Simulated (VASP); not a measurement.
# SrCl2 (Fm-3m) in VASP: further runs

The runs below take SrCl2 through electric field gradients, with PBE.

Everything below comes from runs of VASP 6.6.1. Logs are shortened: lines on timing, memory, paths and dates and some standing lists are left out, and cuts for length are marked.

## (1) The cell of the first run

The structure is cubic, space group Fm-3m (No. 225). The conventional cell has a = 7.038 Å, b = 7.038 Å, c = 7.038 Å, α = 90.00°, β = 90.00°, γ = 90.00°. Sr (site symmetry m-3m) has 8 Cl at 3.05 Å within 4.0 Å. Cl (site symmetry -43m) has 4 Sr at 3.05 Å and 6 Cl at 3.52 Å within 4.0 Å.

## (2) Electric field gradients, PBE

INCAR reads:

```
ALGO     = Normal         # electronic algorithm
EDIFF    = 1E-8           # SCF threshold, eV
ENCUT    = 520            # plane-wave cutoff, eV
GGA      = PE             # functional
ISIF     = 2              # what is computed and relaxed
ISMEAR   = -1             # smearing method
LASPH    = T              # aspherical terms in the spheres
LCHARG   = F              # write CHGCAR
LEFG     = T            
LREAL    = F              # projectors in reciprocal space
LWAVE    = F              # write WAVECAR
NBANDS   = 19             # bands
NELM     = 80             # most SCF steps
PREC     = Accurate       # precision mode
SIGMA    = 0.02           # smearing width, eV
```

KPOINTS reads:

```
k-points
0
Gamma
  6 6 6
```

POSCAR reads:

```
SrCl2
1.0
    0.0000000000      3.5192138340      3.5192138340
    3.5192138340      0.0000000000      3.5192138340
    3.5192138340      3.5192138340      0.0000000000
Sr Cl
1 2
Direct
    0.0000000000      0.0000000000      0.0000000000
    0.2500000000      0.2500000000      0.2500000000
    0.7500000000      0.7500000000      0.7500000000
```

Potentials or basis: VASP PAW PBE potentials, release 64 (Sr_sv, Cl).

On the command line:

```console
$ cat potpaw_PBE.64/Sr_sv/POTCAR potpaw_PBE.64/Cl/POTCAR > POTCAR
$ mpirun -np 1 vasp_std > vasp.out
```

OUTCAR:

```text
EDIFF = 1E-8
   ENCUT = 520
   GGA = PE
   ISIF = 2
   ISMEAR = -1
   LASPH = T
   LREAL = F
   NELM = 80
   PREC = Accurate

 ion  position               nearest neighbor table
   1  0.000  0.000  0.000-   3 3.05   3 3.05   3 3.05   2 3.05   3 3.05   2 3.05   2 3.05   2 3.05

   2  0.250  0.250  0.250-   1 3.05   1 3.05   1 3.05   1 3.05
   3  0.750  0.750  0.750-   1 3.05   1 3.05   1 3.05   1 3.05

  LATTYP: Found a face centered cubic cell.
 ALAT       =     7.0384276680

  Lattice vectors:

 A1 = (   0.0000000000,   3.5192138340,   3.5192138340)
 A2 = (   3.5192138340,   0.0000000000,   3.5192138340)
 A3 = (   3.5192138340,   3.5192138340,   0.0000000000)

Analysis of symmetry for initial positions (statically):
=====================================================================
 Subroutine PRICEL returns:
 Original cell was already a primitive cell.

 Routine SETGRP: Setting up the symmetry group for a
 face centered cubic supercell.

 Subroutine GETGRP returns: Found 48 space group operations
 (whereof 48 operations were pure point group operations)
 out of a pool of 48 trial point group operations.

The static configuration has the point symmetry O_h .

Analysis of symmetry for dynamics (positions and initial velocities):
=====================================================================
 Subroutine PRICEL returns:
 Original cell was already a primitive cell.

 Routine SETGRP: Setting up the symmetry group for a
 face centered cubic supercell.

 Subroutine GETGRP returns: Found 48 space group operations
 (whereof 48 operations were pure point group operations)
 out of a pool of 48 trial point group operations.

The dynamic configuration has the point symmetry O_h .

 Subroutine INISYM returns: Found 48 space group operations
 (whereof 48 operations are pure point group operations),
 and found     1 'primitive' translations

----------------------------------------------------------------------------------------

                                     Primitive cell

  volume of cell :      87.1700

  direct lattice vectors                    reciprocal lattice vectors
     0.000000000  3.519213834  3.519213834    -0.142077186  0.142077186  0.142077186
     3.519213834  0.000000000  3.519213834     0.142077186 -0.142077186  0.142077186
     3.519213834  3.519213834  0.000000000     0.142077186  0.142077186 -0.142077186

  length of vectors
     4.976919933  4.976919933  4.976919933     0.246084906  0.246084906  0.246084906

  position of ions in fractional coordinates (direct lattice)
     0.000000000  0.000000000  0.000000000
     0.250000000  0.250000000  0.250000000
     0.750000000  0.750000000  0.750000000

  ion indices of the primitive-cell ions
   primitive index   ion index
                 1           1
                 2           2
                 3           3

----------------------------------------------------------------------------------------

 KPOINTS: k-points

Automatic generation of k-mesh.
 Grid dimensions read from file:
 generate k-points for:    6    6    6

 Generating k-lattice:

  Cartesian coordinates                     Fractional coordinates (reciprocal lattice)
    -0.023679531  0.023679531  0.023679531     0.166666667  0.000000000  0.000000000
     0.023679531 -0.023679531  0.023679531     0.000000000  0.166666667  0.000000000
     0.023679531  0.023679531 -0.023679531     0.000000000  0.000000000  0.166666667

  Length of vectors
     0.041014151  0.041014151  0.041014151

  Shift w.r.t. Gamma in fractional coordinates (k-lattice)
     0.000000000  0.000000000  0.000000000

 Subroutine IBZKPT returns following result:
 ===========================================

 Found     16 irreducible k-points:

 Following reciprocal coordinates:
            Coordinates               Weight
  0.000000  0.000000  0.000000      1.000000
  0.166667  0.000000  0.000000      8.000000
  0.333333  0.000000  0.000000      8.000000
  0.500000  0.000000  0.000000      4.000000
  0.166667  0.166667  0.000000      6.000000
  0.333333  0.166667  0.000000     24.000000
[... 8 lines left out ...]
 -0.333333  0.333333  0.166667     24.000000
 -0.333333  0.500000  0.166667     12.000000
   k-points           NKPTS =     16   k-points in BZ     NKDIM =     16   number of bands    NBANDS=     19
   number of dos      NEDOS =    301   number of ions     NIONS =      3
   total plane-waves  NPLWV =  64000
   dimension x,y,z NGX =    40 NGY =   40 NGZ =   40
   dimension x,y,z NGXF=    80 NGYF=   80 NGZF=   80
   ions per type =               1   2
   NGX,Y,Z   is equivalent  to a cutoff of  13.36, 13.36, 13.36 a.u.
   NGXF,Y,Z  is equivalent  to a cutoff of  26.72, 26.72, 26.72 a.u.
 SYSTEM =  unknown system
   PREC   = accura    normal or accurate (medium, high low for compatibility)
   ISTART =      0    job   : 0-new  1-cont  2-samecut
   ICHARG =      2    charge: 1-file 2-atom 10-const
   ISPIN  =      1    spin polarized calculation?
   LNONCOLLINEAR =      F non collinear calculations
   LSORBIT =      F    spin-orbit coupling
   LASPH  =      T    aspherical Exc in radial PAW
   ENCUT  =  520.0 eV  38.22 Ry    6.18 a.u.   9.25  9.25  9.25*2*pi/ulx,y,z
   NELM   =     80;   NELMIN=  2; NELMDL= -5     # of ELM steps
   EDIFF  = 0.1E-07   stopping-criterion for ELM
   LREAL  =      F    real-space projection
   EDIFFG = 0.1E-06   stopping-criterion for IOM
   NSW    =      0    number of steps for IOM
   IBRION =     -1    ionic relax: 0-MD 1-quasi-New 2-CG
   NFREE  =      0    steps in history (QN), initial steepest desc. (CG)
   ISIF   =      2    stress and relaxation
   ISYM   =      2    0-nonsym 1-usesym 2-fastsym
   POTIM  = 0.5000    time-step for ionic-motion
   TEBEG  =    0.0;   TEEND  =   0.0 temperature during run
   PSTRESS=    0.0 pullay stress
   NELECT =      24.0000    total number of electrons
   NUPDOWN=      -1.0000    fix difference up-down
   EMIN   =  10.00;   EMAX   =-10.00  energy-range for DOS
   EFERMI =   0.00;   METHOD = LEGACY
   ISMEAR =    -1;   SIGMA  =   0.02  broadening in eV -4-tet -1-fermi 0-gaus
   EFERMI_NEDOS =   21; number of points for ismear=-14 and -15
   IALGO  =     38    algorithm
   IMIX   =      4    mixing-type and parameters
     AMIX     =   0.40;   BMIX     =  1.00
     AMIX_MAG =   1.60;   BMIX_MAG =  1.00
  volume/ion in A,a.u.               =      29.06       196.08
  Fermi-wavevector in a.u.,A,eV,Ry     =   1.065016  2.012589 15.432541  1.134260
  Thomas-Fermi vector in A             =   2.200554
   LORBIT       =      0    0 simple, 1 ext, 2 COOP (PROOUT), +10 PAW based schemes
   GGA     = PE    functional components
   LHFCALC =     F    Hartree Fock is set to
   AEXX    =    0.0000 exact exchange contribution
   IVDW    =     0    specifies the selected vdW correction
   LEPSILON=     F    determine dielectric tensor
   LRPA    =     F    only Hartree local field effects (RPA)
 non-spin polarized calculation
  energy-cutoff  :      520.00
  volume of cell :       87.17
 maximum number of plane-waves:      2397
 NGX is ok and might be reduce to    40
   NGX = 19   NGY = 19   NGZ = 19

 number of electron      23.9999999 magnetization

 Free energy of the ion-electron system (eV)
  ---------------------------------------------------
  ext. energy  EPLUGINS =         0.00000000
  ---------------------------------------------------
  free energy    TOTEN  =       -12.79133256 eV

  energy without entropy =      -12.79133256  energy(sigma->0) =      -12.79133256

 E-fermi :   0.5251     XC(G=0):  -8.1697

 val. band max:       -0.0180124403   @ k =   0.5000   0.5000   0.0000
 cond. band min:       5.2183342935   @ k =   0.0000   0.0000   0.0000
 fundamental gap:      5.2363467338
 Fermi energy:         0.5250581481

 k-point     1 :       0.0000    0.0000    0.0000
  band No.  band energies     occupation
      1     -32.9932      2.00000
      2     -14.9736      2.00000
      3     -14.9736      2.00000
      4     -14.9736      2.00000
      5     -13.2428      2.00000
      6     -12.4455      2.00000
[... 11 lines left out ...]
     18       8.9722      0.00000
     19       9.1383      0.00000

 k-point     2 :       0.1667    0.0000    0.0000
  band No.  band energies     occupation
      1     -32.9925      2.00000
      2     -15.0451      2.00000
      3     -14.9766      2.00000
      4     -14.9766      2.00000
      5     -13.1118      2.00000
      6     -12.4988      2.00000
[... 11 lines left out ...]
     18       8.6371      0.00000
     19       9.6710      0.00000

 k-point     3 :       0.3333    0.0000    0.0000
  band No.  band energies     occupation
      1     -32.9912      2.00000
      2     -15.1632      2.00000
      3     -14.9826      2.00000
      4     -14.9826      2.00000
      5     -12.9094      2.00000
      6     -12.5632      2.00000
[... 11 lines left out ...]
     18       8.4602      0.00000
     19       8.9651      0.00000

 k-point     4 :       0.5000    0.0000    0.0000
  band No.  band energies     occupation
      1     -32.9905      2.00000
      2     -15.2133      2.00000
      3     -14.9856      2.00000
      4     -14.9856      2.00000
      5     -12.8668      2.00000
      6     -12.5416      2.00000
[... 231 lines left out ...]
     18       8.5483      0.00000
     19       9.6562      0.00000

 k-point    15 :      -0.3333    0.3333    0.1667
  band No.  band energies     occupation
      1     -32.9898      2.00000
      2     -15.1603      2.00000
      3     -15.1038      2.00000
      4     -14.9965      2.00000
      5     -12.6958      2.00000
      6     -12.6165      2.00000
[... 11 lines left out ...]
     18       8.9656      0.00000
     19       9.7707      0.00000

 k-point    16 :      -0.3333    0.5000    0.1667
  band No.  band energies     occupation
      1     -32.9896      2.00000
      2     -15.2040      2.00000
      3     -15.0727      2.00000
      4     -15.0024      2.00000
      5     -12.6830      2.00000
      6     -12.6034      2.00000
[... 11 lines left out ...]
     18       9.3492      0.00000
     19       9.8407      0.00000

------------------------ aborting loop because EDIFF is reached ----------------------------------------

  FORCE on cell =-STRESS in cart. coord.  units (eV):
  Direction    XX          YY          ZZ          XY          YZ          ZX
  --------------------------------------------------------------------------------------
  -------------------------------------------------------------------------------------
  Total        0.0626228      0.0626228      0.0626228     -0.0000000     -0.0000000      0.0000000
  in kB        1.1510025      1.1510025      1.1510025     -0.0000000     -0.0000000      0.0000000
  external PRESSURE =       1.1510025 kB  Pullay stress =       0.0000000 kB

 VOLUME and BASIS-vectors are now :
 -----------------------------------------------------------------------------
  energy-cutoff  :      520.00
  volume of cell :       87.17
      direct lattice vectors                 reciprocal lattice vectors
     0.000000000  3.519213834  3.519213834    -0.142077186  0.142077186  0.142077186
     3.519213834  0.000000000  3.519213834     0.142077186 -0.142077186  0.142077186
     3.519213834  3.519213834  0.000000000     0.142077186  0.142077186 -0.142077186

 POSITION                                       TOTAL-FORCE (eV/Angst)
 -----------------------------------------------------------------------------------
      0.00000      0.00000      0.00000        -0.000000      0.000000     -0.000000
      1.75961      1.75961      1.75961         0.000000      0.000000      0.000000
      5.27882      5.27882      5.27882        -0.000000     -0.000000     -0.000000
 -----------------------------------------------------------------------------------
    total drift:                               -0.000000     -0.000000      0.000000

  FREE ENERGIE OF THE ION-ELECTRON SYSTEM (eV)
  ---------------------------------------------------
  free  energy   TOTEN  =       -12.7913325575 eV

  energy  without entropy=      -12.7913325575  energy(sigma->0) =      -12.79133256

 Electric field gradients (V/A^2)
---------------------------------------------------------------------
 ion       V_xx      V_yy      V_zz      V_xy      V_xz      V_yz
---------------------------------------------------------------------
   1      -0.000     0.000    -0.000    -0.000    -0.000    -0.000
   2      -0.000    -0.000    -0.000    -0.000    -0.000    -0.000
   3      -0.000    -0.000    -0.000    -0.000    -0.000    -0.000
---------------------------------------------------------------------

 Electric field gradients after diagonalization (V/A^2)
 (convention: |V_zz| > |V_xx| > |V_yy|)
----------------------------------------------------------------------
 ion       V_xx      V_yy      V_zz     asymmetry (V_yy - V_xx)/ V_zz
----------------------------------------------------------------------
   1       0.000     0.000    -0.000       0.000
   2       0.000     0.000    -0.000       0.000
   3       0.000     0.000    -0.000       0.000
----------------------------------------------------------------------

           NMR quadrupolar parameters

 Cq : quadrupolar parameter    Cq=e*Q*V_zz/h
 eta: asymmetry parameters     (V_yy - V_xx)/ V_zz
 Q  : nuclear electric quadrupole moment in mb (millibarn)
----------------------------------------------------------------------
 ion       Cq(MHz)       eta       Q (mb)
----------------------------------------------------------------------
   1      -0.000       0.000       1.000
   2      -0.000       0.000       1.000
   3      -0.000       0.000       1.000
----------------------------------------------------------------------
```

Wall time 69 s (1 thread of Intel Xeon 8259CL, shared host); peak memory 0.24 GiB.

What came out:

| Property | Result |
| --- | --- |
| Free energy | -12.7913 eV |
| Pressure | 0.1 GPa |
| Band gap on the k mesh | 5.24 eV (least direct gap 5.52 eV) |
| Largest electric field gradient by atom | under 0.05 V/Å² on every atom |

Levels at points of the mesh, in eV from the valence-band top:
| k point | band 8 | band 9 | band 10 | band 11 | band 12 | band 13 | band 14 | band 15 | band 16 | band 17 |
| --- | --- | --- | --- | --- | --- | --- | --- | --- | --- | --- |
| (0.00, 0.00, 0.00) | -2.04 | -2.04 | -0.33 | -0.33 | -0.33 | 5.24 | 6.10 | 6.10 | 8.99 | 8.99 |
| (0.50, 0.00, 0.00) | -1.49 | -1.45 | -1.27 | -1.01 | -1.01 | 6.69 | 6.69 | 7.41 | 7.83 | 8.50 |
| (0.50, 0.50, 0.00) | -1.82 | -1.82 | -0.38 | -0.38 | 0.00 | 5.52 | 6.97 | 7.53 | 7.92 | 7.92 |

## (3) Electric field gradients, PBE

INCAR reads:

```
SYSTEM = SrCl2
  PREC = Accurate
  ENCUT = 520
  EDIFF = 1E-8
  ISMEAR = -1
  SIGMA = 0.02
  LREAL = .FALSE.
  LASPH = .TRUE.
  NELM = 100
  ALGO = Normal
  ISIF = 2
  LWAVE = .FALSE.
  LCHARG = .FALSE.
  GGA = PE
  LEFG = .TRUE.
  NBANDS = 19
```

KPOINTS reads:

```
regular mesh
0
G
  6 6 6
  0 0 0
```

POSCAR is that of step 2.

Potentials or basis: VASP PAW PBE potentials, release 64 (Sr_sv, Cl).

On the command line:

```console
$ cat potpaw_PBE.64/Sr_sv/POTCAR potpaw_PBE.64/Cl/POTCAR > POTCAR
$ mpirun -np 1 vasp_std > vasp.out
```

OUTCAR:

```text
SYSTEM = SrCl2
   PREC = Accurate
   ENCUT = 520
   EDIFF = 1E-8
   ISMEAR = -1
   LREAL = .FALSE.
   LASPH = .TRUE.
   NELM = 100
   ISIF = 2
   GGA = PE

 ion  position               nearest neighbor table
   1  0.000  0.000  0.000-   3 3.05   3 3.05   3 3.05   2 3.05   3 3.05   2 3.05   2 3.05   2 3.05

   2  0.250  0.250  0.250-   1 3.05   1 3.05   1 3.05   1 3.05
   3  0.750  0.750  0.750-   1 3.05   1 3.05   1 3.05   1 3.05

  LATTYP: Found a face centered cubic cell.
 ALAT       =     7.0384276680

[... 561 lines left out ...]
  free  energy   TOTEN  =       -12.7913325575 eV

  energy  without entropy=      -12.7913325575  energy(sigma->0) =      -12.79133256

 Electric field gradients (V/A^2)
---------------------------------------------------------------------
 ion       V_xx      V_yy      V_zz      V_xy      V_xz      V_yz
---------------------------------------------------------------------
   1      -0.000     0.000    -0.000    -0.000    -0.000    -0.000
   2      -0.000    -0.000    -0.000    -0.000    -0.000    -0.000
   3      -0.000    -0.000    -0.000    -0.000    -0.000    -0.000
---------------------------------------------------------------------

 Electric field gradients after diagonalization (V/A^2)
 (convention: |V_zz| > |V_xx| > |V_yy|)
----------------------------------------------------------------------
 ion       V_xx      V_yy      V_zz     asymmetry (V_yy - V_xx)/ V_zz
----------------------------------------------------------------------
   1       0.000     0.000    -0.000       0.000
   2       0.000     0.000    -0.000       0.000
   3       0.000     0.000    -0.000       0.000
----------------------------------------------------------------------

           NMR quadrupolar parameters

 Cq : quadrupolar parameter    Cq=e*Q*V_zz/h
 eta: asymmetry parameters     (V_yy - V_xx)/ V_zz
 Q  : nuclear electric quadrupole moment in mb (millibarn)
----------------------------------------------------------------------
 ion       Cq(MHz)       eta       Q (mb)
----------------------------------------------------------------------
   1      -0.000       0.000       1.000
   2      -0.000       0.000       1.000
   3      -0.000       0.000       1.000
----------------------------------------------------------------------
```

It took 70 s on 1 thread of Intel Xeon 8259CL, shared host; peak memory 0.24 GiB.

What came out:

- Free energy: -12.7913 eV
- Pressure: 0.1 GPa
- Band gap on the k mesh: 5.24 eV (least direct gap 5.52 eV)
- Largest electric field gradient by atom: under 0.05 V/Å² on every atom

A k mesh can miss the band edges.
